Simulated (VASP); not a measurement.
# BaF2 (Fm-3m) in VASP: a series of runs

Runs on BaF2. Level: r2SCAN. Tasks: relaxation of the atoms.

All numbers are computed with VASP 6.6.1; they aren't measurements. Logs are shortened: lines on timing, memory, paths and dates and some standing lists are left out, and cuts for length are marked.

## Step 1: The cell of the first run

Symmetry: Fm-3m, No. 225, cubic system. The conventional cell has a = 6.195 Å, b = 6.195 Å, c = 6.195 Å, α = 90.00°, β = 90.00°, γ = 90.00°. Ba (site symmetry m-3m) has 8 F at 2.68 Å within 3.5 Å. Within 3.5 Å of F (site symmetry -43m) lie 4 Ba at 2.68 Å and 6 F at 3.10 Å.

## Step 2: Relaxation of the atoms, r2SCAN

POSCAR

```
BaF2
1.0
    0.0000000000      3.0975683700      3.0975683700
    3.0975683700      0.0000000000      3.0975683700
    3.0975683700      3.0975683700      0.0000000000
Ba F
1 2
Direct
    0.0000000000      0.0000000000      0.0000000000
    0.2500000000      0.2500000000      0.2500000000
    0.7500000000      0.7500000000      0.7500000000
```

INCAR.step1

```
PREC = Accurate
ENCUT = 580
ISMEAR = -1
SIGMA = 0.02
LREAL = False
LASPH = True
NELM = 120
GGA = PE
ALGO = Normal
EDIFF = 1E-5
LWAVE = True
LCHARG = False
GGA_COMPAT = False
IBRION = 2
EDIFFG = -0.01
NELMIN = 4
NSW = 100
```

INCAR.step2

```
PREC = Accurate
ENCUT = 580
EDIFF = 1E-7
ISMEAR = -1
SIGMA = 0.02
LREAL = False
LASPH = True
NELM = 120
ALGO = Normal
ISIF = 2
LWAVE = False
LCHARG = False
METAGGA = R2SCAN
LMIXTAU = True
IBRION = 2
NSW = 50
EDIFFG = -0.01
ISTART = 1
GGA_COMPAT = False
NELMIN = 4
```

KPOINTS

```
regular mesh
0
Gamma
  8 8 8
```

Potentials or basis: VASP PAW PBE potentials, release 64 (Ba_sv, F).

The run is started by

```
cat potpaw_PBE.64/Ba_sv/POTCAR potpaw_PBE.64/F/POTCAR > POTCAR
cp INCAR.step1 INCAR
mpirun -np 1 vasp_std > vasp.out
cp INCAR.step2 INCAR
mpirun -np 1 vasp_std > vasp.out
```

OUTCAR:

```text
PREC = Accurate
   ENCUT = 580
   EDIFF = 1E-7
   ISMEAR = -1
   LREAL = False
   LASPH = True
   NELM = 120
   ISIF = 2
   METAGGA = R2SCAN
   IBRION = 2
   NSW = 50
   EDIFFG = -0.01
   ISTART = 1
   NELMIN = 4

 ion  position               nearest neighbor table
   1  0.000  0.000  0.000-   3 2.68   3 2.68   3 2.68   2 2.68   3 2.68   2 2.68   2 2.68   2 2.68

   2  0.250  0.250  0.250-   1 2.68   1 2.68   1 2.68   1 2.68
   3  0.750  0.750  0.750-   1 2.68   1 2.68   1 2.68   1 2.68

  LATTYP: Found a face centered cubic cell.
 ALAT       =     6.1951367400

  Lattice vectors:

 A1 = (   0.0000000000,   3.0975683700,   3.0975683700)
 A2 = (   3.0975683700,   0.0000000000,   3.0975683700)
 A3 = (   3.0975683700,   3.0975683700,   0.0000000000)

Analysis of symmetry for initial positions (statically):
=====================================================================
 Subroutine PRICEL returns:
 Original cell was already a primitive cell.

 Routine SETGRP: Setting up the symmetry group for a
 face centered cubic supercell.

 Subroutine GETGRP returns: Found 48 space group operations
 (whereof 48 operations were pure point group operations)
 out of a pool of 48 trial point group operations.

The static configuration has the point symmetry O_h .

Analysis of symmetry for dynamics (positions and initial velocities):
=====================================================================
 Subroutine PRICEL returns:
 Original cell was already a primitive cell.

 Routine SETGRP: Setting up the symmetry group for a
 face centered cubic supercell.

 Subroutine GETGRP returns: Found 48 space group operations
 (whereof 48 operations were pure point group operations)
 out of a pool of 48 trial point group operations.

The dynamic configuration has the point symmetry O_h .

 Subroutine INISYM returns: Found 48 space group operations
 (whereof 48 operations are pure point group operations),
 and found     1 'primitive' translations

----------------------------------------------------------------------------------------

                                     Primitive cell

  volume of cell :      59.4419

  direct lattice vectors                    reciprocal lattice vectors
     0.000000000  3.097568370  3.097568370    -0.161416938  0.161416938  0.161416938
     3.097568370  0.000000000  3.097568370     0.161416938 -0.161416938  0.161416938
     3.097568370  3.097568370  0.000000000     0.161416938  0.161416938 -0.161416938

  length of vectors
     4.380623199  4.380623199  4.380623199     0.279582337  0.279582337  0.279582337

  position of ions in fractional coordinates (direct lattice)
     0.000000000  0.000000000  0.000000000
     0.250000000  0.250000000  0.250000000
     0.750000000  0.750000000  0.750000000

  ion indices of the primitive-cell ions
   primitive index   ion index
                 1           1
                 2           2
                 3           3

----------------------------------------------------------------------------------------

 KPOINTS: regular mesh

Automatic generation of k-mesh.
 Grid dimensions read from file:
 generate k-points for:    8    8    8

 Generating k-lattice:

  Cartesian coordinates                     Fractional coordinates (reciprocal lattice)
    -0.020177117  0.020177117  0.020177117     0.125000000  0.000000000  0.000000000
     0.020177117 -0.020177117  0.020177117     0.000000000  0.125000000  0.000000000
     0.020177117  0.020177117 -0.020177117     0.000000000  0.000000000  0.125000000

  Length of vectors
     0.034947792  0.034947792  0.034947792

  Shift w.r.t. Gamma in fractional coordinates (k-lattice)
     0.000000000  0.000000000  0.000000000

 Subroutine IBZKPT returns following result:
 ===========================================

 Found     29 irreducible k-points:

 Following reciprocal coordinates:
            Coordinates               Weight
  0.000000  0.000000  0.000000      1.000000
  0.125000  0.000000  0.000000      8.000000
  0.250000  0.000000  0.000000      8.000000
  0.375000  0.000000  0.000000      8.000000
  0.500000  0.000000  0.000000      4.000000
  0.125000  0.125000  0.000000      6.000000
[... 16 lines left out ...]
  0.500000  0.250000  0.125000     48.000000
 -0.375000  0.250000  0.125000     24.000000
 [... further k-points ...]
   k-points           NKPTS =     29   k-points in BZ     NKDIM =     29   number of bands    NBANDS=     16
   number of dos      NEDOS =    301   number of ions     NIONS =      3
   total plane-waves  NPLWV =  46656
   dimension x,y,z NGX =    36 NGY =   36 NGZ =   36
   dimension x,y,z NGXF=    72 NGYF=   72 NGZF=   72
   ions per type =               1   2
   NGX,Y,Z   is equivalent  to a cutoff of  13.66, 13.66, 13.66 a.u.
   NGXF,Y,Z  is equivalent  to a cutoff of  27.32, 27.32, 27.32 a.u.
 SYSTEM =  unknown system
   PREC   = accura    normal or accurate (medium, high low for compatibility)
   ISTART =      1    job   : 0-new  1-cont  2-samecut
   ICHARG =      0    charge: 1-file 2-atom 10-const
   ISPIN  =      1    spin polarized calculation?
   LNONCOLLINEAR =      F non collinear calculations
   LSORBIT =      F    spin-orbit coupling
   LASPH  =      T    aspherical Exc in radial PAW
   ENCUT  =  580.0 eV  42.63 Ry    6.53 a.u.   8.60  8.60  8.60*2*pi/ulx,y,z
   NELM   =    120;   NELMIN=  4; NELMDL=  0     # of ELM steps
   EDIFF  = 0.1E-06   stopping-criterion for ELM
   LREAL  =      F    real-space projection
   EDIFFG = -.1E-01   stopping-criterion for IOM
   NSW    =     50    number of steps for IOM
   IBRION =      2    ionic relax: 0-MD 1-quasi-New 2-CG
   NFREE  =      1    steps in history (QN), initial steepest desc. (CG)
   ISIF   =      2    stress and relaxation
   ISYM   =      2    0-nonsym 1-usesym 2-fastsym
   POTIM  = 0.5000    time-step for ionic-motion
   TEBEG  =    0.0;   TEEND  =   0.0 temperature during run
   PSTRESS=    0.0 pullay stress
   NELECT =      24.0000    total number of electrons
   NUPDOWN=      -1.0000    fix difference up-down
   EMIN   =  10.00;   EMAX   =-10.00  energy-range for DOS
   EFERMI =   0.00;   METHOD = LEGACY
   ISMEAR =    -1;   SIGMA  =   0.02  broadening in eV -4-tet -1-fermi 0-gaus
   EFERMI_NEDOS =   21; number of points for ismear=-14 and -15
   IALGO  =     38    algorithm
   IMIX   =      4    mixing-type and parameters
     AMIX     =   0.40;   BMIX     =  1.00
     AMIX_MAG =   1.60;   BMIX_MAG =  1.00
  volume/ion in A,a.u.               =      19.81       133.71
  Fermi-wavevector in a.u.,A,eV,Ry     =   1.209988  2.286545 19.919890  1.464071
  Thomas-Fermi vector in A             =   2.345548
   LORBIT       =      0    0 simple, 1 ext, 2 COOP (PROOUT), +10 PAW based schemes
   METAGGA = R2SCAN    functional components
   LHFCALC =     F    Hartree Fock is set to
   AEXX    =    0.0000 exact exchange contribution
   IVDW    =     0    specifies the selected vdW correction
   LEPSILON=     F    determine dielectric tensor
   LRPA    =     F    only Hartree local field effects (RPA)
 conjugate gradient relaxation of ions
 non-spin polarized calculation
  energy-cutoff  :      580.00
  volume of cell :       59.44
 maximum number of plane-waves:      1902
 NGX is ok and might be reduce to    36
   NGX = 17   NGY = 17   NGZ = 17

 number of electron      24.0000001 magnetization

 Free energy of the ion-electron system (eV)
  ---------------------------------------------------
  ext. energy  EPLUGINS =         0.00000000
  ---------------------------------------------------
  free energy    TOTEN  =       -45.06357430 eV

  energy without entropy =      -45.06357430  energy(sigma->0) =      -45.06357430

 E-fermi :  -2.0766     XC(G=0):  -9.2543

 val. band max:       -2.5798022112   @ k =  -0.2500   0.2500   0.0000
 cond. band min:       4.7590133955   @ k =   0.0000   0.0000   0.0000
 fundamental gap:      7.3388156067
 Fermi energy:        -2.0766259555

 k-point     1 :       0.0000    0.0000    0.0000
  band No.  band energies     occupation
      1     -26.2184      2.00000
      2     -22.6740      2.00000
      3     -22.5354      2.00000
      4     -10.5601      2.00000
      5     -10.5601      2.00000
      6     -10.5601      2.00000
[... 8 lines left out ...]
     15       7.3268      0.00000
     16       9.7028      0.00000

 k-point     2 :       0.1250    0.0000    0.0000
  band No.  band energies     occupation
      1     -26.1826      2.00000
      2     -22.6882      2.00000
      3     -22.5787      2.00000
      4     -10.5898      2.00000
      5     -10.5851      2.00000
      6     -10.5851      2.00000
[... 8 lines left out ...]
     15       7.3092      0.00000
     16       9.5092      0.00000

 k-point     3 :       0.2500    0.0000    0.0000
  band No.  band energies     occupation
      1     -26.0920      2.00000
      2     -22.7446      2.00000
      3     -22.6658      2.00000
      4     -10.6545      2.00000
      5     -10.6438      2.00000
      6     -10.6438      2.00000
[... 8 lines left out ...]
     15       7.2824      0.00000
     16       9.0437      0.00000

 k-point     4 :       0.3750    0.0000    0.0000
  band No.  band energies     occupation
      1     -25.9944      2.00000
      2     -22.8514      2.00000
      3     -22.7095      2.00000
      4     -10.7107      2.00000
      5     -10.7004      2.00000
      6     -10.7004      2.00000
[... 8 lines left out ...]
     15       7.2742      0.00000
     16       8.3179      0.00000
[... 324 lines left out ...]
 k-point    22 :       0.3750    0.2500    0.1250
  band No.  band energies     occupation
      1     -26.0210      2.00000
      2     -22.7633      2.00000
      3     -22.7569      2.00000
      4     -10.7619      2.00000
      5     -10.7523      2.00000
      6     -10.5593      2.00000
[... 8 lines left out ...]
     15       7.7385      0.00000
     16       8.5476      0.00000

 k-point    23 :       0.5000    0.2500    0.1250
  band No.  band energies     occupation
      1     -25.9394      2.00000
      2     -22.8545      2.00000
      3     -22.7899      2.00000
      4     -10.8290      2.00000
      5     -10.7559      2.00000
      6     -10.6239      2.00000
[... 8 lines left out ...]
     15       7.8563      0.00000
     16       8.3925      0.00000

 k-point    24 :      -0.3750    0.2500    0.1250
  band No.  band energies     occupation
      1     -25.9040      2.00000
      2     -22.8947      2.00000
      3     -22.8030      2.00000
      4     -10.8560      2.00000
      5     -10.7049      2.00000
      6     -10.7026      2.00000
[... 8 lines left out ...]
     15       7.7907      0.00000
     16       8.4932      0.00000

 [... further k-points ...]

------------------------ aborting loop because EDIFF is reached ----------------------------------------

  FORCE on cell =-STRESS in cart. coord.  units (eV):
  Direction    XX          YY          ZZ          XY          YZ          ZX
  --------------------------------------------------------------------------------------
  -------------------------------------------------------------------------------------
  Total        0.3559849      0.3559849      0.3559849      0.0000000      0.0000000      0.0000000
  in kB        9.5951003      9.5951003      9.5951003      0.0000000      0.0000000      0.0000000
  external PRESSURE =       9.5951003 kB  Pullay stress =       0.0000000 kB

 VOLUME and BASIS-vectors are now :
 -----------------------------------------------------------------------------
  energy-cutoff  :      580.00
  volume of cell :       59.44
      direct lattice vectors                 reciprocal lattice vectors
     0.000000000  3.097568370  3.097568370    -0.161416938  0.161416938  0.161416938
     3.097568370  0.000000000  3.097568370     0.161416938 -0.161416938  0.161416938
     3.097568370  3.097568370  0.000000000     0.161416938  0.161416938 -0.161416938

 POSITION                                       TOTAL-FORCE (eV/Angst)
 -----------------------------------------------------------------------------------
      0.00000      0.00000      0.00000         0.000000      0.000000      0.000000
      1.54878      1.54878      1.54878         0.000000      0.000000      0.000000
      4.64635      4.64635      4.64635        -0.000000     -0.000000     -0.000000
 -----------------------------------------------------------------------------------
    total drift:                                0.000000      0.000000      0.000000

  FREE ENERGIE OF THE ION-ELECTRON SYSTEM (eV)
  ---------------------------------------------------
  free  energy   TOTEN  =       -45.0635743008 eV

  energy  without entropy=      -45.0635743008  energy(sigma->0) =      -45.06357430

 reached required accuracy - stopping structural energy minimisation
```

Run time: 96 s. Hardware: 1 thread of AMD EPYC 9R45 (Zen 5), shared host; peak memory 0.2 GiB.

Results:

| Item | Value |
| --- | --- |
| Free energy | -45.0636 eV |
| Pressure after relaxing | 1.0 GPa |
| Band gap on the k mesh | 7.34 eV (least direct gap 7.42 eV) |

Final structure:
```xyz
3
Lattice="0.0000 3.0976 3.0976 3.0976 0.0000 3.0976 3.0976 3.0976 0.0000" Properties=species:S:1:pos:R:3 pbc="T T T"
Ba    0.0000    0.0000    0.0000
F     1.5488    1.5488    1.5488
F     4.6464    4.6464    4.6464
```

Levels at points of the mesh, in eV from the valence-band top:
```
           k point  band 9  band 10  band 11  band 12  band 13  band 14  band 15  band 16
(0.00, 0.00, 0.00)   -1.49    -0.08    -0.08    -0.08     7.34     9.91     9.91    12.28
(0.50, 0.00, 0.00)   -0.66    -0.35    -0.17    -0.17     9.86     9.86     9.95    10.12
(0.50, 0.50, 0.00)   -0.36    -0.32    -0.32    -0.14     7.69     9.85    11.40    12.86
```

Caveat: the relaxation stopped at its first step, so nothing moved; the PAW data sets were made with another functional, which shifts forces and pressure a little; spin-orbit coupling is left out, which moves the levels of the heavy elements.

## Step 3: Relaxation of the atoms, r2SCAN

This run uses another cell than the first one, of 21.00 Å³/atom.

POSCAR

```
BaF2
1.0
    0.0000000000      3.1583204300      3.1583204300
    3.1583204300      0.0000000000      3.1583204300
    3.1583204300      3.1583204300      0.0000000000
Ba F
1 2
Direct
    0.0000000000      0.0000000000      0.0000000000
    0.2500000000      0.2500000000      0.2500000000
    0.7500000000      0.7500000000      0.7500000000
```

INCAR.step1

```
SYSTEM = BaF2
  ALGO = Normal
  EDIFF = 1E-5
  EDIFFG = -0.01
  ENCUT = 580
  GGA = PE
  GGA_COMPAT = .False.
  IBRION = 2
  ISMEAR = -1
  LASPH = .True.
  LCHARG = .False.
  LREAL = .False.
  LWAVE = .True.
  NELM = 120
  NELMIN = 4
  NSW = 100
  PREC = Accurate
  SIGMA = 0.02
```

INCAR.step2

```
SYSTEM = BaF2
  ALGO = Normal
  EDIFF = 1E-7
  EDIFFG = -0.01
  ENCUT = 580
  GGA_COMPAT = .False.
  IBRION = 2
  ISIF = 2
  ISMEAR = -1
  ISTART = 1
  LASPH = .True.
  LCHARG = .False.
  LMIXTAU = .True.
  LREAL = .False.
  LWAVE = .False.
  METAGGA = R2SCAN
  NELM = 120
  NELMIN = 4
  NSW = 50
  PREC = Accurate
  SIGMA = 0.02
```

KPOINTS

```
k-points
0
Gamma
  8 8 8
  0 0 0
```

Potentials or basis: VASP PAW PBE potentials, release 64 (Ba_sv, F).

The run is started by

```
cat potpaw_PBE.64/Ba_sv/POTCAR potpaw_PBE.64/F/POTCAR > POTCAR
cp INCAR.step1 INCAR
mpirun -np 1 vasp_std > vasp.out
cp INCAR.step2 INCAR
mpirun -np 1 vasp_std > vasp.out
```

It took 80 s on 1 thread of Intel Xeon Platinum 8488C (Sapphire Rapids), shared host; peak memory 0.23 GiB.

The run converged. Its results:

| Quantity | Value |
| --- | --- |
| Free energy | -45.0512 eV |
| Pressure after relaxing | -2.4 GPa |
| Band gap on the k mesh | 7.10 eV (least direct gap 7.15 eV) |

Final structure:
```
Ba F
1.0
     0.00000    3.15832    3.15832
     3.15832    0.00000    3.15832
     3.15832    3.15832    0.00000
Ba F
1 2
Direct
  0.00000 0.00000 0.00000
  0.25000 0.25000 0.25000
  0.75000 0.75000 0.75000
```

Levels at points of the mesh, in eV from the valence-band top:
| k point | band 9 | band 10 | band 11 | band 12 | band 13 | band 14 | band 15 | band 16 |
| --- | --- | --- | --- | --- | --- | --- | --- | --- |
| (0.00, 0.00, 0.00) | -1.31 | -0.05 | -0.05 | -0.05 | 7.10 | 9.68 | 9.68 | 11.81 |
| (0.50, 0.00, 0.00) | -0.59 | -0.34 | -0.16 | -0.16 | 9.60 | 9.62 | 9.62 | 9.90 |
| (0.50, 0.50, 0.00) | -0.35 | -0.29 | -0.29 | -0.08 | 7.59 | 9.55 | 11.04 | 12.39 |

Caveat: the relaxation stopped at its first step, so nothing moved; the PAW data sets were made with another functional, which shifts forces and pressure a little; spin-orbit coupling is left out, which moves the levels of the heavy elements. r2SCAN opens gaps a little over a GGA but as a rule still falls short of measured ones.

## Step 4: Relaxation of the atoms, r2SCAN

This run uses another cell than the first one, of 18.63 Å³/atom.

POSCAR

```
BaF2
1.0
    0.0000000000      3.0343349400      3.0343349400
    3.0343349400      0.0000000000      3.0343349400
    3.0343349400      3.0343349400      0.0000000000
Ba F
1 2
Direct
    0.0000000000      0.0000000000      0.0000000000
    0.2500000000      0.2500000000      0.2500000000
    0.7500000000      0.7500000000      0.7500000000
```

INCAR.step1

```
PREC = Accurate
ENCUT = 580
ISMEAR = -1
SIGMA = 0.02
LREAL = F
LASPH = T
NELM = 120
GGA = PE
ALGO = Normal
EDIFF = 1E-5
LWAVE = T
LCHARG = F
GGA_COMPAT = F
IBRION = 2
EDIFFG = -0.01
NELMIN = 4
NSW = 100
```

INCAR.step2

```
PREC = Accurate
ENCUT = 580
EDIFF = 1E-7
ISMEAR = -1
SIGMA = 0.02
LREAL = F
LASPH = T
NELM = 120
ALGO = Normal
ISIF = 2
LWAVE = F
LCHARG = F
METAGGA = R2SCAN
LMIXTAU = T
IBRION = 2
NSW = 50
EDIFFG = -0.01
ISTART = 1
GGA_COMPAT = F
NELMIN = 4
```

KPOINTS

```
regular mesh
0
Gamma
  8 8 8
```

The run is started by

```
cat potpaw_PBE.64/Ba_sv/POTCAR potpaw_PBE.64/F/POTCAR > POTCAR
cp INCAR.step1 INCAR
mpirun -np 1 vasp_std > vasp.out
cp INCAR.step2 INCAR
mpirun -np 1 vasp_std > vasp.out
```

Run time: 62 s. Hardware: 1 thread of Intel Xeon 6975P-C (Granite Rapids), shared host; peak memory 0.21 GiB.

It converged, with:

```yaml
Free_energy: -44.9868 eV
Pressure_after_relaxing: 5.7 GPa
Band_gap_on_the_k_mesh: 7.59 eV (least direct gap 7.72 eV)
```

Final structure:
```xyz
3
Lattice="0.0000 3.0343 3.0343 3.0343 0.0000 3.0343 3.0343 3.0343 0.0000" Properties=species:S:1:pos:R:3 pbc="T T T"
Ba    0.0000    0.0000    0.0000
F     1.5172    1.5172    1.5172
F     4.5515    4.5515    4.5515
```

Levels at points of the mesh, in eV from the valence-band top:
```tsv
k point	band 9	band 10	band 11	band 12	band 13	band 14	band 15	band 16
(0.00, 0.00, 0.00)	-1.70	-0.13	-0.13	-0.13	7.59	10.13	10.13	12.79
(0.50, 0.00, 0.00)	-0.75	-0.36	-0.17	-0.17	10.10	10.10	10.33	10.34
(0.50, 0.50, 0.00)	-0.46	-0.28	-0.28	-0.22	7.78	10.17	11.77	13.37
```

Caveat: the relaxation stopped at its first step, so nothing moved; the PAW data sets were made with another functional, which shifts forces and pressure a little; spin-orbit coupling is left out, which moves the levels of the heavy elements. A k mesh can miss the band edges.

## Step 5: The runs side by side

```tsv
cell	gap on the mesh (eV)	pressure (GPa)
atoms relaxed from a = 4.381 Å, angles 60.0°, 3 atoms	7.34	1.0
atoms relaxed from a = 4.467 Å, angles 60.0°, 3 atoms	7.10	-2.4
atoms relaxed from a = 4.291 Å, angles 60.0°, 3 atoms	7.59	5.7
```

Alike in all rows: task relaxation of the atoms; level r2SCAN; potentials or basis VASP PAW PBE potentials, release 64 (Ba_sv, F); no spin polarisation; k mesh 8 × 8 × 8; cutoff (eV) 580; smearing fermi-dirac 0.02 eV.

Caveats: the relaxation stopped at its first step, so nothing moved; the PAW data sets were made with another functional, which shifts forces and pressure a little; spin-orbit coupling is left out, which moves the levels of the heavy elements.

Total energies depend on the potentials used, so only differences within one code and one set of settings carry meaning.
